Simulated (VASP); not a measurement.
# MnS (F-43m) in VASP: single point with PBE+D3(BJ)

Aim: the single point of MnS with PBE+D3(BJ).

All numbers are computed with VASP 6.6.1; they aren't measurements. Logs are shortened: lines on timing, memory, paths and dates and some standing lists are left out, and cuts for length are marked.

## 1. The cell of the first run

It takes space group F-43m (No. 216, cubic). Conventional cell: a = 5.645 Å, b = 5.645 Å, c = 5.645 Å, α = 90.00°, β = 90.00°, γ = 90.00°. Within 3.2 Å of Mn (site symmetry -43m) lie 4 S at 2.44 Å. S (site symmetry -43m) has 4 Mn at 2.44 Å within 3.2 Å.

## 2. Single point, PBE+D3(BJ), non-collinear spin, typed start, spin-orbit coupling

INCAR reads:

```
SYSTEM = MnS
PREC = Accurate ; ENCUT = 520
EDIFF = 1E-7 ; ISMEAR = -4
SIGMA = 0.1 ; LREAL = .False.
LASPH = .True. ; NELM = 150
ALGO = Normal ; ISIF = 2
LWAVE = .False. ; LCHARG = .True.
MAGMOM = 0 0 5 0 0 0 ; LORBIT = 11
LSORBIT = .True. ; GGA_COMPAT = .False.
LORBMOM = .True. ; LMAXMIX = 4
GGA = PE ; IVDW = 12
LVHAR = .True. ; NBANDS = 31
```

KPOINTS reads:

```
regular mesh
0
Gamma
  10 10 10
  0 0 0
```

POSCAR reads:

```
MnS
1.0
    0.0000000000      2.8223364285      2.8223364285
    2.8223364285      0.0000000000      2.8223364285
    2.8223364285      2.8223364285      0.0000000000
Mn S
1 1
Direct
    0.0000000000      0.0000000000      0.0000000000
    0.7500000000      0.7500000000      0.7500000000
```

Potentials or basis: VASP PAW PBE potentials, release 64 (Mn_pv, S).

On the command line:

```sh
$ cat potpaw_PBE.64/Mn_pv/POTCAR potpaw_PBE.64/S/POTCAR > POTCAR
$ mpirun -np 1 vasp_ncl > vasp.out
```

OUTCAR:

```text
SYSTEM = MnS
   PREC = Accurate
   ENCUT = 520
   EDIFF = 1E-7
   ISMEAR = -4
   LREAL = .False.
   LASPH = .True.
   NELM = 150
   ISIF = 2
   LORBIT = 11
   LSORBIT = .True.
   GGA = PE
   IVDW = 12
 IVDW          = 12

 ion  position               nearest neighbor table
   1  0.000  0.000  0.000-   2 2.44   2 2.44   2 2.44   2 2.44
   2  0.750  0.750  0.750-   1 2.44   1 2.44   1 2.44   1 2.44

  LATTYP: Found a face centered cubic cell.
 ALAT       =     5.6446728570

  Lattice vectors:

 A1 = (   0.0000000000,   2.8223364285,   2.8223364285)
 A2 = (   2.8223364285,   0.0000000000,   2.8223364285)
 A3 = (   2.8223364285,   2.8223364285,   0.0000000000)

Analysis of symmetry for initial positions (statically):
=====================================================================
 Subroutine PRICEL returns:
 Original cell was already a primitive cell.

 Routine SETGRP: Setting up the symmetry group for a
 face centered cubic supercell.

 Subroutine GETGRP returns: Found 24 space group operations
 (whereof 24 operations were pure point group operations)
 out of a pool of 48 trial point group operations.

The static configuration has the point symmetry T_d .

Analysis of symmetry for dynamics (positions and initial velocities):
=====================================================================
 Subroutine PRICEL returns:
 Original cell was already a primitive cell.

 Routine SETGRP: Setting up the symmetry group for a
 face centered cubic supercell.

 Subroutine GETGRP returns: Found 24 space group operations
 (whereof 24 operations were pure point group operations)
 out of a pool of 48 trial point group operations.

The dynamic configuration has the point symmetry T_d .

Analysis of structural, dynamic, and magnetic symmetry:
=====================================================================
 Subroutine PRICEL returns:
 Original cell was already a primitive cell.

 Routine SETGRP: Setting up the symmetry group for a
 face centered cubic supercell.

 Subroutine GETGRP returns: Found  4 space group operations
 (whereof  4 operations were pure point group operations)
 out of a pool of 48 trial point group operations.

The overall configuration has the point symmetry S_4 .

 Subroutine INISYM returns: Found  4 space group operations
 (whereof  4 operations are pure point group operations),
 and found     1 'primitive' translations

----------------------------------------------------------------------------------------

                                     Primitive cell

  volume of cell :      44.9631

  direct lattice vectors                    reciprocal lattice vectors
     0.000000000  2.822336428  2.822336428    -0.177158185  0.177158185  0.177158185
     2.822336428  0.000000000  2.822336428     0.177158185 -0.177158185  0.177158185
     2.822336428  2.822336428  0.000000000     0.177158185  0.177158185 -0.177158185

  length of vectors
     3.991386455  3.991386455  3.991386455     0.306846978  0.306846978  0.306846978

  position of ions in fractional coordinates (direct lattice)
     0.000000000  0.000000000  0.000000000
     0.750000000  0.750000000  0.750000000

  ion indices of the primitive-cell ions
   primitive index   ion index
                 1           1
                 2           2

----------------------------------------------------------------------------------------

 KPOINTS: regular mesh

Automatic generation of k-mesh.
 Grid dimensions read from file:
 generate k-points for:   10   10   10

 Generating k-lattice:

  Cartesian coordinates                     Fractional coordinates (reciprocal lattice)
    -0.017715819  0.017715819  0.017715819     0.100000000  0.000000000  0.000000000
     0.017715819 -0.017715819  0.017715819     0.000000000  0.100000000  0.000000000
     0.017715819  0.017715819 -0.017715819     0.000000000  0.000000000  0.100000000
[... 100 lines left out ...]

 number of electron      18.9999992 magnetization      -0.0000000      0.0000000      4.9966300

 Free energy of the ion-electron system (eV)
  ---------------------------------------------------
  ext. energy  EPLUGINS =         0.00000000
  ---------------------------------------------------
  free energy    TOTEN  =       -14.09983407 eV

  energy without entropy =      -14.09983407  energy(sigma->0) =      -14.09983407

 E-fermi :   4.4079     XC(G=0):  -9.1960

 val. band max:        4.4776344813   @ k =   0.0000   0.0000   0.0000
 cond. band min:       4.3919020613   @ k =  -0.2000   0.3000   0.5000
 fundamental gap:     -0.0857324200
 Fermi energy:         4.4078954267

 k-point     1 :       0.0000    0.0000    0.0000
  band No.  band energies     occupation
      1     -46.9754      1.00000
      2     -46.5704      1.00000
      3     -46.0738      1.00000
      4     -42.1757      1.00000
      5     -41.7751      1.00000
      6     -41.4284      1.00000
[... 805 lines left out ...]
     30      11.0117      0.00000
     31      11.6071      0.00000

 [... further k-points ...]

------------------------ aborting loop because EDIFF is reached ----------------------------------------

 Edisp (eV)   -0.63358

 E8    (eV) :    -0.2618

  FORCE on cell =-STRESS in cart. coord.  units (eV):
  Direction    XX          YY          ZZ          XY          YZ          ZX
  --------------------------------------------------------------------------------------
  -------------------------------------------------------------------------------------
  Total      -0.62256    -0.62256    -0.62309    -0.00000     0.00000     0.00000
  in kB     -22.18386   -22.18386   -22.20253    -0.00000     0.00000     0.00000
  external pressure =      -22.19 kB  Pullay stress =        0.00 kB

 VOLUME and BASIS-vectors are now :
 -----------------------------------------------------------------------------
  energy-cutoff  :      520.00
  volume of cell :       44.96
      direct lattice vectors                 reciprocal lattice vectors
     0.000000000  2.822336428  2.822336428    -0.177158185  0.177158185  0.177158185
     2.822336428  0.000000000  2.822336428     0.177158185 -0.177158185  0.177158185
     2.822336428  2.822336428  0.000000000     0.177158185  0.177158185 -0.177158185

 POSITION                                       TOTAL-FORCE (eV/Angst)
 -----------------------------------------------------------------------------------
      0.00000      0.00000      0.00000        -0.000000     -0.000000     -0.000000
      4.23350      4.23350      4.23350         0.000000      0.000000      0.000000
 -----------------------------------------------------------------------------------
    total drift:                                0.000000      0.000000      0.000000

  FREE ENERGIE OF THE ION-ELECTRON SYSTEM (eV)
  ---------------------------------------------------
  free  energy   TOTEN  =       -14.7334112707 eV

  energy  without entropy=      -14.7334112707  energy(sigma->0) =      -14.73341127

 orbital moment (x)

 # of ion     p       d       tot
 ----------------------------------------
  1         0.000  -0.000  -0.000
  2        -0.000   0.000  -0.000
 ----------------------------------------
           -0.000  -0.000  -0.000

 orbital moment (y)

 # of ion     p       d       tot
 ----------------------------------------
  1         0.000   0.000   0.000
  2        -0.000   0.000  -0.000
 ----------------------------------------
           -0.000   0.000   0.000

 orbital moment (z)

 # of ion     p       d       tot
 ----------------------------------------
  1        -0.001   0.003   0.002
  2         0.000   0.000   0.000
 ----------------------------------------
           -0.001   0.003   0.003

 Spin-Orbit-Coupling matrix elements

 Ion:    1  E_soc:     -0.0271817
 l=   1
     0.0000000    -0.0035862    -0.0035950
    -0.0035862     0.0000000    -0.0035862
    -0.0035950    -0.0035862     0.0000000
 l=   2
     0.0000000    -0.0002301     0.0000000    -0.0002301    -0.0001472
    -0.0002301     0.0000000    -0.0008108    -0.0000515    -0.0002715
     0.0000000    -0.0008108     0.0000000    -0.0008108     0.0000000
    -0.0002301    -0.0000515    -0.0008108     0.0000000    -0.0002715
    -0.0001472    -0.0002715     0.0000000    -0.0002715     0.0000000
 l=   3
     0.0000000     0.0000000     0.0000000     0.0000000     0.0000000     0.0000000     0.0000000
     0.0000000     0.0000000     0.0000000     0.0000000     0.0000000     0.0000000     0.0000000
     0.0000000     0.0000000     0.0000000     0.0000000     0.0000000     0.0000000     0.0000000
     0.0000000     0.0000000     0.0000000     0.0000000     0.0000000     0.0000000     0.0000000
     0.0000000     0.0000000     0.0000000     0.0000000     0.0000000     0.0000000     0.0000000
     0.0000000     0.0000000     0.0000000     0.0000000     0.0000000     0.0000000     0.0000000
     0.0000000     0.0000000     0.0000000     0.0000000     0.0000000     0.0000000     0.0000000

 Ion:    2  E_soc:     -0.0016944
 l=   1
     0.0000000    -0.0002687    -0.0003099
    -0.0002687     0.0000000    -0.0002687
    -0.0003099    -0.0002687     0.0000000
 l=   2
     0.0000000     0.0000000     0.0000000     0.0000000     0.0000000
     0.0000000     0.0000000     0.0000000     0.0000000     0.0000000
     0.0000000     0.0000000     0.0000000     0.0000000     0.0000000
     0.0000000     0.0000000     0.0000000     0.0000000     0.0000000
     0.0000000     0.0000000     0.0000000     0.0000000     0.0000000
 l=   3
     0.0000000     0.0000000     0.0000000     0.0000000     0.0000000     0.0000000     0.0000000
     0.0000000     0.0000000     0.0000000     0.0000000     0.0000000     0.0000000     0.0000000
     0.0000000     0.0000000     0.0000000     0.0000000     0.0000000     0.0000000     0.0000000
     0.0000000     0.0000000     0.0000000     0.0000000     0.0000000     0.0000000     0.0000000
     0.0000000     0.0000000     0.0000000     0.0000000     0.0000000     0.0000000     0.0000000
     0.0000000     0.0000000     0.0000000     0.0000000     0.0000000     0.0000000     0.0000000
     0.0000000     0.0000000     0.0000000     0.0000000     0.0000000     0.0000000     0.0000000

 total charge

# of ion       s       p       d       tot
------------------------------------------
    1        0.257   6.204   4.891  11.352
    2        1.314   2.447   0.000   3.760
--------------------------------------------------
tot          1.571   8.650   4.891  15.112

 magnetization (x)

# of ion       s       p       d       tot
------------------------------------------
    1        0.000   0.000   0.000   0.000
    2        0.000   0.000   0.000   0.000
--------------------------------------------------
tot          0.000   0.000   0.000   0.000

 magnetization (y)

# of ion       s       p       d       tot
------------------------------------------
    1        0.000   0.000   0.000   0.000
    2        0.000   0.000   0.000   0.000
--------------------------------------------------
tot          0.000   0.000   0.000   0.000

 magnetization (z)

# of ion       s       p       d       tot
------------------------------------------
    1        0.049   0.065   4.267   4.380
    2        0.012   0.086   0.000   0.097
--------------------------------------------------
tot          0.061   0.150   4.267   4.478
```

Wall time 10 min (1 thread of Intel Xeon 6975P-C (Granite Rapids), shared host); peak memory 0.65 GiB.

What came out:

| Property | Result |
| --- | --- |
| Free energy | -14.7334 eV |
| Pressure | -2.2 GPa |
| Net moment | 5.00 μB per cell |
| Valence electrons inside the program's atomic spheres | Mn 11.35; S 3.76 |
| Dispersion energy per atom | -0.317 eV |

Moments on the atoms (μB; x, y, z):
```
Mn  0.00 0.00 4.38
S   0.00 0.00 0.10
```

Caveat: three body term missing; a cell with one magnetic atom can't hold antiferromagnetic order, which such compounds often take.
